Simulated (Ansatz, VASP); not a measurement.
Two plane-wave programs on LiTa4O

The input INCAR:

```
SYSTEM = LiTa4O
PREC = Accurate
ENCUT = 520
EDIFF = 1E-6
ISMEAR = 0
SIGMA = 0.1
LREAL = .False.
LASPH = .True.
NELM = 150
ALGO = Normal
ISIF = 2
LWAVE = .False.
LCHARG = .False.
ISPIN = 2
MAGMOM = 0 1 1 1 1 0
LORBIT = 11
LMAXMIX = 4
GGA = PE
NBANDS = 40
```

Contents of KPOINTS:

```
Automatic mesh
0
Gamma
  6 6 4
  0 0 0
```

Contents of POSCAR:

```
LiTa4O
1.0
    4.6956860905      0.0000000000      0.0000000000
   -2.3478430453      4.0665834426      0.0000000000
    0.0000000000      0.0000000000      5.3552488831
Li Ta O
1 4 1
Direct
    0.0000000000      0.0000000000      0.5000000000
    0.3333333333      0.6666666667      0.7465528020
    0.3333333333      0.6666666667      0.2534471980
    0.6666666667      0.3333333333      0.7465528020
    0.6666666667      0.3333333333      0.2534471980
    0.0000000000      0.0000000000      0.0000000000
```

Input for Ansatz:

```yaml
crystal:
  lattice:
    - [4.6956860905, 0.0, 0.0]
    - [-2.3478430453, 4.0665834426, 0.0]
    - [0.0, 0.0, 5.3552488831]
  atoms:
    - { symbol: Li, position: [0.0, 0.0, 0.5] }
    - { symbol: Ta, position: [0.3333333333, 0.6666666667, 0.746552802], spin: 1.0 }
    - { symbol: Ta, position: [0.3333333333, 0.6666666667, 0.253447198], spin: 1.0 }
    - { symbol: Ta, position: [0.6666666667, 0.3333333333, 0.746552802], spin: 1.0 }
    - { symbol: Ta, position: [0.6666666667, 0.3333333333, 0.253447198], spin: 1.0 }
    - { symbol: O, position: [0.0, 0.0, 0.0] }
basis:
  ecutwfc: 420
kpoints:
  mp_grid: { grid: [6, 6, 4] }
hamiltonian:
  xc: pbe
scf:
  occupations: { method: gaussian, width: 0.1 }
  lower_state_search: "off"
output:
  forces: true
  stress: true
  eigenvalues: true
  populations: true
magnetization:
  spin_polarized: true
```

Change from the starting cell: species swapped into the TiVB4 type (P6/mmm, No. 191).

Alike in both runs: task single point; functional PBE; k mesh 6 × 6 × 4; occupations gaussian, width 0.1 eV; collinear spin.

```csv
,VASP,Ansatz
version,VASP 6.6.1,Ansatz 0.2.0
potentials or method,"VASP PAW PBE potentials, release 64 (Li_sv, Ta_pv, O), cutoff 520 eV","scalar-relativistic, plane waves, PAW"
valence electrons in the cell,53,61
```

|  | VASP | Ansatz | Ansatz less VASP |
| --- | --- | --- | --- |
| gap on the k mesh at the Fermi level (eV) | none | none | - |
| rms of the force components (eV/Å) | 0.007 | 0.008 | +0.0007 |
| net moment per atom (μB) | 0.00 | 0.00 | 0.000 |

Atom by atom the forces differ by 0.001 eV/Å (rms over components). A gap of «none» marks a metal or a gap that the smearing closes. VASP's potentials hold 53 valence electrons a cell and Ansatz's 61, so a difference there can come from the potentials and not from the codes. Ansatz's warnings: seeded moment not kept.

Spin-orbit coupling is off throughout. Noted on VASP's run: the cutoff is under 1.25 times that of the potentials, so the pressure is a little rough.
